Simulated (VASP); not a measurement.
# VN2 (I4/mcm) in VASP: single point with PBEsol+U

Aim: the single point of VN2 with PBEsol+U.

All numbers are computed with VASP 6.6.1; they aren't measurements. Logs are shortened: lines on timing, memory, paths and dates and some standing lists are left out, and cuts for length are marked.

**1. The cell of the first run**

It takes space group I4/mcm (No. 140, tetragonal). Conventional cell: a = 4.301 Å, b = 4.301 Å, c = 4.983 Å, α = 90.00°, β = 90.00°, γ = 90.00°. Within 2.8 Å of V (site symmetry 422) lie 8 N at 2.13 Å and 2 V at 2.49 Å. Within 1.9 Å of N (site symmetry m2m) lie 1 N at 1.40 Å.

**2. Single point, PBEsol+U, collinear spin, ferromagnetic start**

The input, INCAR:

```
SYSTEM = VN2
PREC = Accurate
ENCUT = 520
EDIFF = 1E-6
ISMEAR = -1
SIGMA = 0.02
LREAL = .FALSE.
LASPH = .TRUE.
NELM = 150
ALGO = Normal
ISIF = 2
LWAVE = .FALSE.
LCHARG = .FALSE.
ISPIN = 2
MAGMOM = 2 2 0 0 0 0
LORBIT = 11
LMAXMIX = 4
LDAU = .TRUE.
LDAUTYPE = 2
LDAUL = 2 -1
LDAUU = 3.25 0
LDAUJ = 0 0
LDAUPRINT = 1
GGA = PS
NBANDS = 36
```

The input, KPOINTS:

```
Automatic mesh
0
G
  6 6 6
  0 0 0
```

The input, POSCAR:

```
VN2
1.0
   -2.1507500000      2.1507500000      2.4913500000
    2.1507500000     -2.1507500000      2.4913500000
    2.1507500000      2.1507500000     -2.4913500000
V N
2 4
Direct
    0.2500000000      0.2500000000      0.0000000000
    0.7500000000      0.7500000000      0.0000000000
    0.1151000000      0.6151000000      0.7302000000
    0.6151000000      0.8849000000      0.5000000000
    0.8849000000      0.3849000000      0.2698000000
    0.3849000000      0.1151000000      0.5000000000
```

Potentials or basis: VASP PAW PBE potentials, release 64 (V_sv, N).

On the command line:

```console
cat potpaw_PBE.64/V_sv/POTCAR potpaw_PBE.64/N/POTCAR > POTCAR
mpirun -np 1 vasp_std > vasp.out
```

OUTCAR:

```text
SYSTEM = VN2
   PREC = Accurate
   ENCUT = 520
   EDIFF = 1E-6
   ISMEAR = -1
   LREAL = .FALSE.
   LASPH = .TRUE.
   NELM = 150
   ISIF = 2
   ISPIN = 2
   LORBIT = 11
   GGA = PS

 ion  position               nearest neighbor table
   1  0.250  0.250  0.000-   5 2.13   3 2.13   4 2.13   6 2.13   6 2.13   3 2.13   4 2.13   5 2.13
                             2 2.49   2 2.49
   2  0.750  0.750  0.000-   5 2.13   3 2.13   4 2.13   6 2.13   4 2.13   6 2.13   3 2.13   5 2.13
                             1 2.49   1 2.49
   3  0.115  0.615  0.730-   5 1.40   1 2.13   1 2.13   2 2.13   2 2.13
   4  0.615  0.885  0.500-   6 1.40   2 2.13   1 2.13   2 2.13   1 2.13
   5  0.885  0.385  0.270-   3 1.40   2 2.13   1 2.13   2 2.13   1 2.13
   6  0.385  0.115  0.500-   4 1.40   1 2.13   2 2.13   1 2.13   2 2.13

  LATTYP: Found a body centered tetragonal cell.
 ALAT       =     4.3015000000
 C/A-ratio  =     1.1583633616

  Lattice vectors:

 A1 = (  -2.1507500000,   2.1507500000,   2.4913500000)
 A2 = (   2.1507500000,  -2.1507500000,   2.4913500000)
 A3 = (   2.1507500000,   2.1507500000,  -2.4913500000)

Analysis of symmetry for initial positions (statically):
=====================================================================
 Subroutine PRICEL returns:
 Original cell was already a primitive cell.

 Routine SETGRP: Setting up the symmetry group for a
 body centered tetragonal supercell.

 Subroutine GETGRP returns: Found 16 space group operations
 (whereof  8 operations were pure point group operations)
 out of a pool of 16 trial point group operations.

The static configuration has the point symmetry C_4h.
 The point group associated with its full space group is D_4h.

Analysis of symmetry for dynamics (positions and initial velocities):
=====================================================================
 Subroutine PRICEL returns:
 Original cell was already a primitive cell.

 Routine SETGRP: Setting up the symmetry group for a
 body centered tetragonal supercell.

 Subroutine GETGRP returns: Found 16 space group operations
 (whereof  8 operations were pure point group operations)
 out of a pool of 16 trial point group operations.

The dynamic configuration has the point symmetry C_4h.
 The point group associated with its full space group is D_4h.

Analysis of structural, dynamic, and magnetic symmetry:
=====================================================================
 Subroutine PRICEL returns:
 Original cell was already a primitive cell.

 Routine SETGRP: Setting up the symmetry group for a
 body centered tetragonal supercell.

 Subroutine GETGRP returns: Found 16 space group operations
 (whereof  8 operations were pure point group operations)
 out of a pool of 16 trial point group operations.

The overall configuration has the point symmetry C_4h.
 The point group associated with its full space group is D_4h.

 Subroutine INISYM returns: Found 16 space group operations
 (whereof  8 operations are pure point group operations),
 and found     1 'primitive' translations

----------------------------------------------------------------------------------------

                                     Primitive cell

  volume of cell :      46.0972

  direct lattice vectors                    reciprocal lattice vectors
    -2.150750000  2.150750000  2.491350000     0.000000000  0.232477043  0.200694403
[... 160 lines left out ...]
  o =  0.2552  v =  0.0000  0.0000  0.0000  0.0000  0.0000  0.0000  0.9037  0.0000  0.4282 -0.0000      0.0000  0.0000  0.0000  0.0000  0.0000  0.0000  0.0000  0.0000  0.0000  0.0000
  o =  0.2552  v =  0.0000  0.0000  0.0000  0.0000  0.0000  0.0000 -0.4282 -0.0000  0.9037  0.0000      0.0000  0.0000  0.0000  0.0000  0.0000  0.0000  0.0000  0.0000  0.0000  0.0000
  o =  0.2568  v =  0.0000  0.5295  0.0000  0.8483 -0.0000  0.0000  0.0000  0.0000  0.0000  0.0000      0.0000  0.0000  0.0000  0.0000  0.0000  0.0000  0.0000  0.0000  0.0000  0.0000
  o =  0.2568  v =  0.0000 -0.8483  0.0000  0.5295  0.0000  0.0000  0.0000  0.0000  0.0000  0.0000      0.0000  0.0000  0.0000  0.0000  0.0000  0.0000  0.0000  0.0000  0.0000  0.0000
  o =  0.3192  v =  0.0000  0.0000  0.0000  0.0000  0.0000  0.0000  0.0000 -0.0000  0.0000  1.0000      0.0000  0.0000  0.0000  0.0000  0.0000  0.0000  0.0000  0.0000  0.0000  0.0000
  o =  0.3262  v =  0.0000  0.0000 -0.0000  0.0000  1.0000  0.0000  0.0000  0.0000  0.0000  0.0000      0.0000  0.0000  0.0000  0.0000  0.0000  0.0000  0.0000  0.0000  0.0000  0.0000
  o =  0.4780  v =  0.0000  0.0000  0.0000  0.0000  0.0000  0.0000  0.0000 -1.0000 -0.0000 -0.0000      0.0000  0.0000  0.0000  0.0000  0.0000  0.0000  0.0000  0.0000  0.0000  0.0000
  o =  0.5196  v =  0.0000 -0.0000 -1.0000  0.0000 -0.0000  0.0000  0.0000  0.0000  0.0000  0.0000      0.0000  0.0000  0.0000  0.0000  0.0000  0.0000  0.0000  0.0000  0.0000  0.0000

atom =   2  type =  1  l = 2

 onsite density matrix

spin component  1

  0.2061 -0.0000 -0.0000  0.0000  0.0000
 -0.0000  0.2568  0.0000  0.0000 -0.0000
 -0.0000  0.0000  0.5196  0.0000 -0.0000
  0.0000  0.0000  0.0000  0.2568  0.0000
  0.0000 -0.0000 -0.0000  0.0000  0.3262

spin component  2

  0.1984 -0.0000 -0.0000  0.0000  0.0000
 -0.0000  0.2552  0.0000  0.0000 -0.0000
 -0.0000  0.0000  0.4780  0.0000 -0.0000
  0.0000  0.0000  0.0000  0.2552  0.0000
  0.0000 -0.0000 -0.0000  0.0000  0.3192

 occupancies and eigenvectors

  o =  0.1984  v =  0.0000  0.0000  0.0000  0.0000  0.0000  1.0000  0.0000  0.0000  0.0000  0.0000      0.0000  0.0000  0.0000  0.0000  0.0000  0.0000  0.0000  0.0000  0.0000  0.0000
  o =  0.2061  v =  1.0000  0.0000  0.0000  0.0000  0.0000  0.0000  0.0000  0.0000  0.0000  0.0000      0.0000  0.0000  0.0000  0.0000  0.0000  0.0000  0.0000  0.0000  0.0000  0.0000
  o =  0.2552  v =  0.0000  0.0000  0.0000  0.0000  0.0000  0.0000  0.9402  0.0000 -0.3406  0.0000      0.0000  0.0000  0.0000  0.0000  0.0000  0.0000  0.0000  0.0000  0.0000  0.0000
  o =  0.2552  v =  0.0000  0.0000  0.0000  0.0000  0.0000  0.0000  0.3406  0.0000  0.9402  0.0000      0.0000  0.0000  0.0000  0.0000  0.0000  0.0000  0.0000  0.0000  0.0000  0.0000
  o =  0.2568  v =  0.0000  0.7568  0.0000  0.6536 -0.0000  0.0000  0.0000  0.0000  0.0000  0.0000      0.0000  0.0000  0.0000  0.0000  0.0000  0.0000  0.0000  0.0000  0.0000  0.0000
  o =  0.2568  v =  0.0000  0.6536  0.0000 -0.7568  0.0000  0.0000  0.0000  0.0000  0.0000  0.0000      0.0000  0.0000  0.0000  0.0000  0.0000  0.0000  0.0000  0.0000  0.0000  0.0000
  o =  0.3192  v =  0.0000  0.0000  0.0000  0.0000  0.0000  0.0000 -0.0000  0.0000 -0.0000  1.0000      0.0000  0.0000  0.0000  0.0000  0.0000  0.0000  0.0000  0.0000  0.0000  0.0000
  o =  0.3262  v =  0.0000  0.0000  0.0000  0.0000  1.0000  0.0000  0.0000  0.0000  0.0000  0.0000      0.0000  0.0000  0.0000  0.0000  0.0000  0.0000  0.0000  0.0000  0.0000  0.0000
  o =  0.4780  v =  0.0000  0.0000  0.0000  0.0000  0.0000  0.0000 -0.0000  1.0000 -0.0000 -0.0000      0.0000  0.0000  0.0000  0.0000  0.0000  0.0000  0.0000  0.0000  0.0000  0.0000
  o =  0.5196  v =  0.0000 -0.0000  1.0000  0.0000 -0.0000  0.0000  0.0000  0.0000  0.0000  0.0000      0.0000  0.0000  0.0000  0.0000  0.0000  0.0000  0.0000  0.0000  0.0000  0.0000

 number of electron      46.0000009 magnetization       0.1201743

 Free energy of the ion-electron system (eV)
  ---------------------------------------------------
  ext. energy  EPLUGINS =         0.00000000
  ---------------------------------------------------
  free energy    TOTEN  =       -50.21118253 eV

  energy without entropy =      -50.20930551  energy(sigma->0) =      -50.21024402

 E-fermi :  11.4615     XC(G=0): -13.8867

 val. band max:       11.4566693532   @ k =   0.3333   0.1667   0.1667
 cond. band min:      11.4620566151   @ k =   0.5000   0.5000   0.5000
 fundamental gap:      0.0053872620
 Fermi energy:        11.4615481242

 spin component 1

 k-point     1 :       0.0000    0.0000    0.0000
  band No.  band energies     occupation
      1     -54.4393      1.00000
      2     -54.2777      1.00000
      3     -28.5066      1.00000
      4     -28.4391      1.00000
      5     -28.4391      1.00000
      6     -28.4283      1.00000
[... 1817 lines left out ...]
     34      20.0911      0.00000
     35      22.3670      0.00000

 [... further k-points ...]

 [bands above 35 left out]

------------------------ aborting loop because EDIFF is reached ----------------------------------------

  FORCE on cell =-STRESS in cart. coord.  units (eV):
  Direction    XX          YY          ZZ          XY          YZ          ZX
  --------------------------------------------------------------------------------------
  -------------------------------------------------------------------------------------
  Total       -0.4705728     -0.4705728     -2.4805204      0.0000000     -0.0000000      0.0000000
  in kB      -16.3554620    -16.3554620    -86.2141960      0.0000000     -0.0000000      0.0000000
  external PRESSURE =     -39.6417066 kB  Pullay stress =       0.0000000 kB

 VOLUME and BASIS-vectors are now :
 -----------------------------------------------------------------------------
  energy-cutoff  :      520.00
  volume of cell :       46.10
      direct lattice vectors                 reciprocal lattice vectors
    -2.150750000  2.150750000  2.491350000     0.000000000  0.232477043  0.200694403
     2.150750000 -2.150750000  2.491350000     0.232477043  0.000000000  0.200694403
     2.150750000  2.150750000 -2.491350000     0.232477043  0.232477043  0.000000000

 POSITION                                       TOTAL-FORCE (eV/Angst)
 -----------------------------------------------------------------------------------
      0.00000      0.00000      1.24568        -0.000000     -0.000000     -0.000000
      0.00000      0.00000      3.73703         0.000000     -0.000000     -0.000000
      2.64585      0.49510      0.00000        -0.342889     -0.342889      0.000000
      1.65565      0.49510      2.49135         0.342889     -0.342889     -0.000000
     -0.49510      1.65565      2.49135         0.342889      0.342889     -0.000000
      0.49510      1.65565      0.00000        -0.342889      0.342889     -0.000000
 -----------------------------------------------------------------------------------
    total drift:                                0.000000      0.000000     -0.000000

  FREE ENERGIE OF THE ION-ELECTRON SYSTEM (eV)
  ---------------------------------------------------
  free  energy   TOTEN  =       -50.2111825288 eV

  energy  without entropy=      -50.2093055093  energy(sigma->0) =      -50.21024402

 total charge

# of ion       s       p       d       tot
------------------------------------------
    1        2.261   6.302   3.035  11.599
    2        2.261   6.302   3.035  11.599
    3        1.242   2.501   0.000   3.743
    4        1.242   2.501   0.000   3.743
    5        1.242   2.501   0.000   3.743
    6        1.242   2.501   0.000   3.743
--------------------------------------------------
tot          9.490  22.608   6.071  38.169

 magnetization (x)

# of ion       s       p       d       tot
------------------------------------------
    1        0.001   0.000   0.059   0.060
    2        0.001   0.000   0.059   0.060
    3       -0.000  -0.001   0.000  -0.001
    4       -0.000  -0.001   0.000  -0.001
    5       -0.000  -0.001   0.000  -0.001
    6       -0.000  -0.001   0.000  -0.001
--------------------------------------------------
tot          0.001  -0.001   0.119   0.118
```

Run time: 2.1 min. Hardware: 1 thread of Intel Xeon Platinum 8375C at 2.90GHz (Ice Lake), shared host; peak memory 0.23 GiB.

Results:

```yaml
Free_energy: -50.2112 eV
Pressure: -4.0 GPa
Largest_force: 0.485 eV/Å
Net_moment: 0.12 μB per cell
Site_moments: V +0.06; N -0.00 μB
Valence_electrons_inside_the_program's_atomic_spheres: V 11.60; N 3.74
```

Forces in eV/Å, atoms in the order of the input:
```
V    0.000  0.000  0.000
V    0.000  0.000  0.000
N   -0.343 -0.343  0.000
N    0.343 -0.343  0.000
N    0.343  0.343  0.000
N   -0.343  0.343  0.000
```

Stress tensor (GPa, compression positive):
```
-1.64  0.00  0.00
 0.00 -1.64  0.00
 0.00  0.00 -8.62
```

Eigenvalues of the final occupation matrices:
| site | spin | trace | eigenvalues |
| --- | --- | --- | --- |
| site 1 d | 1 | 1.57 | 0.21 0.26 0.26 0.33 0.52 |
| site 1 d | 2 | 1.51 | 0.20 0.26 0.26 0.32 0.48 |
| site 2 d | 1 | 1.57 | 0.21 0.26 0.26 0.33 0.52 |
| site 2 d | 2 | 1.51 | 0.20 0.26 0.26 0.32 0.48 |

Caveat: the PAW data sets were made with another functional, which shifts forces and pressure a little. The state reached can hang on the start; a lower one may exist.
